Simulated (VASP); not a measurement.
# SrO (Fm-3m) in VASP: a series of runs

Runs on SrO. Level: PBE. Tasks: single point.

All numbers are computed with VASP 6.6.1; they aren't measurements. Logs are shortened: lines on timing, memory, paths and dates and some standing lists are left out, and cuts for length are marked.

## (1) The cell of the first run

It takes space group Fm-3m (No. 225, cubic). The conventional cell has a = 5.089 Å, b = 5.089 Å, c = 5.089 Å, α = 90.00°, β = 90.00°, γ = 90.00°. Within 3.4 Å of Sr (site symmetry m-3m) lie 6 O at 2.54 Å. Within 3.4 Å of O (site symmetry m-3m) lie 6 Sr at 2.54 Å.

## (2) Single point, PBE (volume changed by -6%)

Contents of INCAR:

```
  PREC = Accurate
  ENCUT = 520
  EDIFF = 1E-6
  ISMEAR = 0
  SIGMA = 0.01
  LREAL = False
  LASPH = True
  NELM = 60
  ALGO = Normal
  ISIF = 2
  LWAVE = False
  LCHARG = True
  GGA = PE
  LELF = True
  LVHAR = True
  NBANDS = 15
```

Contents of KPOINTS:

```
Automatic mesh
0
Gamma
  8 8 8
```

Contents of POSCAR:

```
SrO
1.0
    0.0000000000      2.5443505484      2.5443505484
    2.5443505484      0.0000000000      2.5443505484
    2.5443505484      2.5443505484      0.0000000000
Sr O
1 1
Direct
    0.5000000000      0.5000000000      0.5000000000
    0.0000000000      0.0000000000      0.0000000000
```

Potentials or basis: VASP PAW PBE potentials, release 64 (Sr_sv, O).

Command:

```bash
> cat potpaw_PBE.64/Sr_sv/POTCAR potpaw_PBE.64/O/POTCAR > POTCAR
> mpirun -np 1 vasp_std > vasp.out
```

OUTCAR:

```text
PREC = Accurate
   ENCUT = 520
   EDIFF = 1E-6
   ISMEAR = 0
   LREAL = False
   LASPH = True
   NELM = 60
   ISIF = 2
   GGA = PE

 ion  position               nearest neighbor table
   1  0.500  0.500  0.500-   2 2.54   2 2.54   2 2.54   2 2.54   2 2.54   2 2.54
   2  0.000  0.000  0.000-   1 2.54   1 2.54   1 2.54   1 2.54   1 2.54   1 2.54

  LATTYP: Found a face centered cubic cell.
 ALAT       =     5.0887010968

  Lattice vectors:

 A1 = (   0.0000000000,   2.5443505484,   2.5443505484)
 A2 = (   2.5443505484,   0.0000000000,   2.5443505484)
 A3 = (   2.5443505484,   2.5443505484,   0.0000000000)

Analysis of symmetry for initial positions (statically):
=====================================================================
 Subroutine PRICEL returns:
 Original cell was already a primitive cell.

 Routine SETGRP: Setting up the symmetry group for a
 face centered cubic supercell.

 Subroutine GETGRP returns: Found 48 space group operations
 (whereof 48 operations were pure point group operations)
 out of a pool of 48 trial point group operations.

The static configuration has the point symmetry O_h .

Analysis of symmetry for dynamics (positions and initial velocities):
=====================================================================
 Subroutine PRICEL returns:
 Original cell was already a primitive cell.

 Routine SETGRP: Setting up the symmetry group for a
 face centered cubic supercell.

 Subroutine GETGRP returns: Found 48 space group operations
 (whereof 48 operations were pure point group operations)
 out of a pool of 48 trial point group operations.

The dynamic configuration has the point symmetry O_h .

 Subroutine INISYM returns: Found 48 space group operations
 (whereof 48 operations are pure point group operations),
 and found     1 'primitive' translations

----------------------------------------------------------------------------------------

                                     Primitive cell

  volume of cell :      32.9428

  direct lattice vectors                    reciprocal lattice vectors
     0.000000000  2.544350548  2.544350548    -0.196513802  0.196513802  0.196513802
     2.544350548  0.000000000  2.544350548     0.196513802 -0.196513802  0.196513802
     2.544350548  2.544350548  0.000000000     0.196513802  0.196513802 -0.196513802

  length of vectors
     3.598255053  3.598255053  3.598255053     0.340371890  0.340371890  0.340371890

  position of ions in fractional coordinates (direct lattice)
     0.500000000  0.500000000  0.500000000
     0.000000000  0.000000000  0.000000000

  ion indices of the primitive-cell ions
   primitive index   ion index
                 1           1
                 2           2

----------------------------------------------------------------------------------------

 KPOINTS: Automatic mesh

Automatic generation of k-mesh.
 Grid dimensions read from file:
 generate k-points for:    8    8    8

 Generating k-lattice:

  Cartesian coordinates                     Fractional coordinates (reciprocal lattice)
    -0.024564225  0.024564225  0.024564225     0.125000000  0.000000000  0.000000000
     0.024564225 -0.024564225  0.024564225     0.000000000  0.125000000  0.000000000
     0.024564225  0.024564225 -0.024564225     0.000000000  0.000000000  0.125000000

  Length of vectors
     0.042546486  0.042546486  0.042546486

  Shift w.r.t. Gamma in fractional coordinates (k-lattice)
     0.000000000  0.000000000  0.000000000

 Subroutine IBZKPT returns following result:
 ===========================================

 Found     29 irreducible k-points:

 Following reciprocal coordinates:
            Coordinates               Weight
  0.000000  0.000000  0.000000      1.000000
  0.125000  0.000000  0.000000      8.000000
  0.250000  0.000000  0.000000      8.000000
  0.375000  0.000000  0.000000      8.000000
  0.500000  0.000000  0.000000      4.000000
  0.125000  0.125000  0.000000      6.000000
[... 16 lines left out ...]
  0.500000  0.250000  0.125000     48.000000
 -0.375000  0.250000  0.125000     24.000000
 [... further k-points ...]
   k-points           NKPTS =     29   k-points in BZ     NKDIM =     29   number of bands    NBANDS=     15
   number of dos      NEDOS =    301   number of ions     NIONS =      2
   total plane-waves  NPLWV =  21952
   dimension x,y,z NGX =    28 NGY =   28 NGZ =   28
   dimension x,y,z NGXF=    56 NGYF=   56 NGZF=   56
   ions per type =               1   1
   NGX,Y,Z   is equivalent  to a cutoff of  12.94, 12.94, 12.94 a.u.
   NGXF,Y,Z  is equivalent  to a cutoff of  25.87, 25.87, 25.87 a.u.
 SYSTEM =  unknown system
   PREC   = accura    normal or accurate (medium, high low for compatibility)
   ISTART =      0    job   : 0-new  1-cont  2-samecut
   ICHARG =      2    charge: 1-file 2-atom 10-const
   ISPIN  =      1    spin polarized calculation?
   LNONCOLLINEAR =      F non collinear calculations
   LSORBIT =      F    spin-orbit coupling
   LASPH  =      T    aspherical Exc in radial PAW
   ENCUT  =  520.0 eV  38.22 Ry    6.18 a.u.   6.69  6.69  6.69*2*pi/ulx,y,z
   NELM   =     60;   NELMIN=  2; NELMDL= -5     # of ELM steps
   EDIFF  = 0.1E-05   stopping-criterion for ELM
   LREAL  =      F    real-space projection
   EDIFFG = 0.1E-04   stopping-criterion for IOM
   NSW    =      0    number of steps for IOM
   IBRION =     -1    ionic relax: 0-MD 1-quasi-New 2-CG
   NFREE  =      0    steps in history (QN), initial steepest desc. (CG)
   ISIF   =      2    stress and relaxation
   ISYM   =      2    0-nonsym 1-usesym 2-fastsym
   POTIM  = 0.5000    time-step for ionic-motion
   TEBEG  =    0.0;   TEEND  =   0.0 temperature during run
   PSTRESS=    0.0 pullay stress
   NELECT =      16.0000    total number of electrons
   NUPDOWN=      -1.0000    fix difference up-down
   EMIN   =  10.00;   EMAX   =-10.00  energy-range for DOS
   EFERMI =   0.00;   METHOD = LEGACY
   ISMEAR =     0;   SIGMA  =   0.01  broadening in eV -4-tet -1-fermi 0-gaus
   EFERMI_NEDOS =   21; number of points for ismear=-14 and -15
   IALGO  =     38    algorithm
   IMIX   =      4    mixing-type and parameters
     AMIX     =   0.40;   BMIX     =  1.00
     AMIX_MAG =   1.60;   BMIX_MAG =  1.00
  volume/ion in A,a.u.               =      16.47       111.15
  Fermi-wavevector in a.u.,A,eV,Ry     =   1.286850  2.431794 22.531011  1.655983
  Thomas-Fermi vector in A             =   2.418900
   LORBIT       =      0    0 simple, 1 ext, 2 COOP (PROOUT), +10 PAW based schemes
   GGA     = PE    functional components
   LHFCALC =     F    Hartree Fock is set to
   AEXX    =    0.0000 exact exchange contribution
   IVDW    =     0    specifies the selected vdW correction
   LEPSILON=     F    determine dielectric tensor
   LRPA    =     F    only Hartree local field effects (RPA)
 non-spin polarized calculation
 Gauss-broadening in eV      SIGMA  =   0.01
  energy-cutoff  :      520.00
  volume of cell :       32.94
 maximum number of plane-waves:       905
   NGX = 13   NGY = 13   NGZ = 13

 number of electron      15.9999995 magnetization

 Free energy of the ion-electron system (eV)
  ---------------------------------------------------
  ext. energy  EPLUGINS =         0.00000000
  ---------------------------------------------------
  free energy    TOTEN  =       -12.00806469 eV

  energy without entropy =      -12.00806469  energy(sigma->0) =      -12.00806469

 E-fermi :   1.9283     XC(G=0): -10.1752

 val. band max:        1.8140645646   @ k =   0.0000   0.0000   0.0000
 cond. band min:       5.0582670347   @ k =   0.5000   0.5000   0.0000
 fundamental gap:      3.2442024701
 Fermi energy:         1.9282935720

 k-point     1 :       0.0000    0.0000    0.0000
  band No.  band energies     occupation
      1     -30.4682      2.00000
      2     -13.3159      2.00000
      3     -12.0713      2.00000
      4     -12.0713      2.00000
      5     -12.0713      2.00000
      6       1.8141      2.00000
      7       1.8141      2.00000
      8       1.8141      2.00000
      9       6.0256      0.00000
     10       8.0923      0.00000
     11       8.0923      0.00000
     12       8.0923      0.00000
     13      10.3309      0.00000
     14      10.3309      0.00000
     15      14.6790      0.00000

 k-point     2 :       0.1250    0.0000    0.0000
  band No.  band energies     occupation
      1     -30.4454      2.00000
      2     -13.6841      2.00000
      3     -12.0844      2.00000
      4     -12.0844      2.00000
      5     -11.7584      2.00000
      6       1.3542      2.00000
      7       1.6050      2.00000
      8       1.6050      2.00000
      9       6.7332      0.00000
     10       7.9430      0.00000
     11       8.4090      0.00000
     12       8.4090      0.00000
     13      10.7601      0.00000
     14      10.7601      0.00000
     15      15.7075      0.00000

 k-point     3 :       0.2500    0.0000    0.0000
  band No.  band energies     occupation
      1     -30.3897      2.00000
      2     -14.2795      2.00000
      3     -12.1156      2.00000
      4     -12.1156      2.00000
      5     -11.2963      2.00000
      6       0.5069      2.00000
      7       1.1555      2.00000
      8       1.1555      2.00000
      9       7.8999      0.00000
     10       8.2897      0.00000
     11       9.2698      0.00000
     12       9.2698      0.00000
     13      11.8293      0.00000
     14      11.8293      0.00000
     15      17.7833      0.00000
[... 343 lines left out ...]
 k-point    23 :       0.5000    0.2500    0.1250
  band No.  band energies     occupation
      1     -30.3042      2.00000
      2     -14.4873      2.00000
      3     -12.4745      2.00000
      4     -12.2637      2.00000
      5     -11.2746      2.00000
      6       0.2430      2.00000
      7       0.8371      2.00000
      8       1.2930      2.00000
      9       7.4451      0.00000
     10       9.1942      0.00000
     11      10.9451      0.00000
     12      11.0640      0.00000
     13      13.1511      0.00000
     14      14.1551      0.00000
     15      16.4945      0.00000

 k-point    24 :      -0.3750    0.2500    0.1250
  band No.  band energies     occupation
      1     -30.2855      2.00000
      2     -14.5593      2.00000
      3     -12.4992      2.00000
      4     -12.3250      2.00000
      5     -11.2451      2.00000
      6       0.2022      2.00000
      7       0.9204      2.00000
      8       1.0131      2.00000
      9       8.2960      0.00000
     10       8.6718      0.00000
     11      11.3817      0.00000
     12      11.5040      0.00000
     13      13.6926      0.00000
     14      15.0656      0.00000
     15      15.5598      0.00000

 [... further k-points ...]
[... 5 lines left out ...]
  --------------------------------------------------------------------------------------
  -------------------------------------------------------------------------------------
  Total        1.3789073      1.3789073      1.3789073     -0.0000000     -0.0000000     -0.0000000
  in kB       67.0632831     67.0632831     67.0632831     -0.0000000     -0.0000000     -0.0000000
  external PRESSURE =      67.0632831 kB  Pullay stress =       0.0000000 kB

 VOLUME and BASIS-vectors are now :
 -----------------------------------------------------------------------------
  energy-cutoff  :      520.00
  volume of cell :       32.94
      direct lattice vectors                 reciprocal lattice vectors
     0.000000000  2.544350548  2.544350548    -0.196513802  0.196513802  0.196513802
     2.544350548  0.000000000  2.544350548     0.196513802 -0.196513802  0.196513802
     2.544350548  2.544350548  0.000000000     0.196513802  0.196513802 -0.196513802

 POSITION                                       TOTAL-FORCE (eV/Angst)
 -----------------------------------------------------------------------------------
      2.54435      2.54435      2.54435        -0.000000      0.000000     -0.000000
      0.00000      0.00000      0.00000         0.000000     -0.000000      0.000000
 -----------------------------------------------------------------------------------
    total drift:                                0.000000      0.000000      0.000000

  FREE ENERGIE OF THE ION-ELECTRON SYSTEM (eV)
  ---------------------------------------------------
  free  energy   TOTEN  =       -12.0080646931 eV

  energy  without entropy=      -12.0080646931  energy(sigma->0) =      -12.00806469
```

It took 16 s on 1 thread of AMD EPYC 7R43 (Zen 3), shared host; peak memory 0.13 GiB.

What came out:

```yaml
Free_energy: -12.0081 eV
Pressure: 6.7 GPa
Band_gap_on_the_k_mesh: 3.24 eV, indirect (least direct gap 3.31 eV)
```

Levels at points of the mesh, in eV from the valence-band top:
```
           k point  band 6  band 7  band 8  band 9  band 10  band 11
(0.00, 0.00, 0.00)    0.00    0.00    0.00    4.21     6.28     6.28
(0.50, 0.00, 0.00)   -2.23   -1.20   -1.20    6.69     8.71     9.03
(0.50, 0.50, 0.00)   -0.38   -0.07   -0.07    3.24     8.04    10.38
```

 A k mesh can miss the band edges.

(Continued in part 2 of 2.)
